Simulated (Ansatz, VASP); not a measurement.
## One calculation of AlNi, two programs

Contents of INCAR:

```
SYSTEM = AlNi
PREC = Accurate
ENCUT = 520
EDIFF = 1E-7
ISMEAR = -1
SIGMA = 0.05
LREAL = .False.
LASPH = .True.
NELM = 150
ALGO = Normal
ISIF = 2
LWAVE = .False.
LCHARG = .True.
ISPIN = 2
MAGMOM = 1 0
LORBIT = 11
LMAXMIX = 4
GGA = RE
LELF = .True.
LVHAR = .True.
NBANDS = 18
```

KPOINTS

```
regular mesh
0
Gamma
  9 9 9
  0 0 0
```

POSCAR

```
AlNi
1.0
    2.8810000000      0.0000000000      0.0000000000
    0.0000000000      2.8810000000      0.0000000000
    0.0000000000      0.0000000000      2.8810000000
Ni Al
1 1
Direct
    0.5000000000      0.5000000000      0.5000000000
    0.0000000000      0.0000000000      0.0000000000
```

The input input.yaml:

```yaml
crystal:
  lattice:
    - [2.881, 0.0, 0.0]
    - [0.0, 2.881, 0.0]
    - [0.0, 0.0, 2.881]
  atoms:
    - { symbol: Ni, position: [0.5, 0.5, 0.5], spin: 1.0 }
    - { symbol: Al, position: [0.0, 0.0, 0.0] }
hamiltonian:
  xc: revpbe
  pseudopotentials: { kind: paw }
magnetization:
  spin_polarized: true
kpoints:
  mp_grid: { grid: [9, 9, 9] }
  band_path:
    path:
      - [[0.0, 0.0, 0.0], [0.0, 0.5, 0.0], [0.5, 0.5, 0.0], [0.0, 0.0, 0.0], [0.5, 0.5, 0.5], [0.0, 0.5, 0.0]]
      - [[0.5, 0.5, 0.0], [0.5, 0.5, 0.5]]
    npoints: 14
scf:
  occupations: { method: fermi_dirac, width: 0.05 }
  n_extra_bands: 6
output:
  forces: true
  stress: true
  eigenvalues: true
  fatbands: false
  write_density: true
  write_potential: true
  elf: true
  volumetric_format: npy
```

Alike in both runs: functional revPBE; k mesh 9 × 9 × 9; occupations fermi-dirac, width 0.05 eV; collinear spin.

|  | VASP | Ansatz |
| --- | --- | --- |
| version | VASP 6.6.1 | Ansatz 0.2.0 |
| potentials or method | VASP PAW PBE potentials, release 64 (Ni, Al) | Ansatz PAW |
| plane-wave cutoff (eV) | 520 | 420 |
| valence electrons in the cell | 13 | 21 |
| task | single point | band structure |

```csv
,VASP,Ansatz,Ansatz less VASP
gap on the k mesh at the Fermi level (eV),none,none,-
pressure (GPa),4.7,4.8,+0.12
net moment per atom (μB),0.00,0.00,0.000
```

VASP's potentials were made for PBE, not for revPBE. A gap of «none» marks a metal or a gap that the smearing closes. VASP's potentials hold 13 valence electrons a cell and Ansatz's 21, so a difference there can come from the potentials and not from the codes.
